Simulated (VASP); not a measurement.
Runs of VASP 6.6.1 on TaN. The structure is that of space group P-6m2 (No. 187), or close to it. The cells are those of the table. 

| task | level | potentials or basis | spin | U | cell | k mesh | cutoff (eV) | smearing | second run | gap on the mesh (eV) | pressure (GPa) | moment (μB) | relaxed volume (Å³/atom) |
| --- | --- | --- | --- | --- | --- | --- | --- | --- | --- | --- | --- | --- | --- |
| single point | PBE+U | VASP PAW PBE potentials, release 64 (Ta_pv, N) | off | Ta d U = 2.0 eV | a = 2.957, b = 2.957, c = 2.900 Å, angles 90.0, 90.0, 120.0°, 2 atoms | 10 × 10 × 9 | 520 | fermi-dirac 0.05 eV | - | none | 5.0 | - | - |
| single point | BLYP | VASP PAW PBE potentials, release 64 (Ta_pv, N) | off | - | a = 2.983, b = 2.983, c = 2.928 Å, angles 90.0, 90.0, 120.0°, 2 atoms | 10 × 10 × 9 | 520 | fermi-dirac 0.05 eV | - | none | 1.7 | - | - |
| single point | PBE | VASP PAW PBE potentials, release 64 (Ta_pv, N) | off | - | a = 2.977, b = 2.977, c = 2.921 Å, angles 90.0, 90.0, 120.0°, 2 atoms | 10 × 10 × 9 | 600 | fermi-dirac 0.05 eV | - | none | -7.8 | - | - |
| relaxation of cell and atoms | PBE+U | VASP PAW PBE potentials, release 64 (Ta_sv_GW, N) | off | Ta d U = 5.0 eV | relaxed from a = 2.938, b = 2.938, c = 2.883 Å, angles 90.0, 90.0, 120.0°, 2 atoms | 10 × 10 × 9 | 600 | fermi-dirac 0.05 eV | valence_matched | none | 0.0 | - | 11.45 |
| single point | PBE+U | VASP PAW PBE potentials, release 64 (Ta_sv_GW, N) | off | Ta d U = 6.0 eV | a = 2.976, b = 2.976, c = 2.902 Å, angles 90.0, 90.0, 120.0°, 2 atoms | 10 × 10 × 9 | 600 | fermi-dirac 0.05 eV | valence_matched | none | 12.9 | - | - |
| single point | LDA | VASP PAW LDA potentials, release 64 (Ta_pv, N) | non-collinear, zero start, SOC | - | a = 2.938, b = 2.938, c = 2.883 Å, angles 90.0, 90.0, 120.0°, 2 atoms | 7 × 7 × 7 | 520 | fermi-dirac 0.05 eV | - | - | -9.3 | 0.00 | - |
| single point | PBE | VASP PAW PBE potentials, release 64 (Ta_pv, N) | off | - | a = 2.938, b = 2.938, c = 2.883 Å, angles 90.0, 90.0, 120.0°, 2 atoms | 10 × 10 × 9 | 520 | fermi-dirac 0.05 eV | - | none | (b) | - | - |
| single point | LDA+U | VASP PAW LDA potentials, release 64 (Ta_pv, N) | collinear, ferromagnetic start | Ta d U = 4.0 eV | a = 2.938, b = 2.938, c = 2.883 Å, angles 90.0, 90.0, 120.0°, 2 atoms | 7 × 7 × 7 | 520 | gaussian 0.05 eV | - | none | (a) | 0.00 | - |
| single point | PBE+U | VASP PAW PBE potentials, release 64 (Ta_sv_GW, N) | off | Ta d U = 2.0 eV | a = 2.957, b = 2.957, c = 2.900 Å, angles 90.0, 90.0, 120.0°, 2 atoms | 10 × 10 × 9 | 600 | fermi-dirac 0.05 eV | valence_matched | none | 4.5 | - | - |
| relaxation of cell and atoms | PBE+U | VASP PAW PBE potentials, release 64 (Ta_pv, N) | off | Ta d U = 1.0 eV | relaxed from a = 2.938, b = 2.938, c = 2.883 Å, angles 90.0, 90.0, 120.0°, 2 atoms | 10 × 10 × 9 | 600 | fermi-dirac 0.05 eV | - | none | 0.0 | - | 11.04 |
| relaxation of cell and atoms | PBE+U | VASP PAW PBE potentials, release 64 (Ta_sv_GW, N) | off | Ta d U = 4.0 eV | relaxed from a = 2.938, b = 2.938, c = 2.883 Å, angles 90.0, 90.0, 120.0°, 2 atoms | 10 × 10 × 9 | 600 | fermi-dirac 0.05 eV | valence_matched | none | 0.0 | - | 11.34 |
| single point | PBE+U | VASP PAW PBE potentials, release 64 (Ta_sv_GW, N) | off | Ta d U = 4.0 eV | a = 2.965, b = 2.965, c = 2.902 Å, angles 90.0, 90.0, 120.0°, 2 atoms | 10 × 10 × 9 | 600 | fermi-dirac 0.05 eV | valence_matched | none | 8.8 | - | - |

Problem. Estimate the missing entries.

Solution. (a) 3.0; (b) 7.0.

Caveats: spin-orbit coupling is left out, which moves the levels of the heavy elements (some runs); U without spin polarisation on a metal has little footing (some runs); the PAW data sets were made with another functional, which shifts forces and pressure a little (some runs); forces of over 1 eV/Å act on the atoms, so gaps and moduli don't describe the material at rest (some runs).

A k mesh can miss the band edges, and rows without SOC leave out spin-orbit coupling on Ta.

A gap of «none» marks levels without a gap at the run's occupations.

The runs don't all hold the same shells in valence.
